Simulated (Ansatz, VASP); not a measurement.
**Cd2P3: VASP beside Ansatz**

```
Cd P
1.0
     3.95887    0.00000    0.00000
    -1.97943    3.42848    0.00000
     0.00000    0.00000    8.36251
Cd P
2 3
Direct
  0.33333 0.66667 0.15791
  0.66667 0.33333 0.84209
  0.00000 0.00000 0.00000
  0.33333 0.66667 0.46372
  0.66667 0.33333 0.53628
```

Alike in both runs: functional r2SCAN; k mesh 12 × 12 × 6; occupations gaussian, width 0.1 eV; no spin polarisation.

Ansatz relaxed the structure, and its values are those at the end. VASP's run is a single point on that final structure, the one shown.

|  | VASP | Ansatz |
| --- | --- | --- |
| version | VASP 6.6.1 | Ansatz 0.2.0 |
| potentials or method | VASP PAW PBE potentials, release 64 (Cd, P), cutoff 520 eV | scalar-relativistic, plane waves, PAW |
| valence electrons in the cell | 39 | 55 |

```tsv
	VASP	Ansatz	Ansatz less VASP
gap on the k mesh at the Fermi level (eV)	none	none	-
pressure (GPa)	0.2	0.0	-0.15
rms of the force components (eV/Å)	0.011	0.001	-0.0097
```

VASP's potentials were made for PBE, not for r2SCAN. A gap of «none» marks a metal or a gap that the smearing closes. VASP's potentials hold 39 valence electrons a cell and Ansatz's 55, so a difference there can come from the potentials and not from the codes.
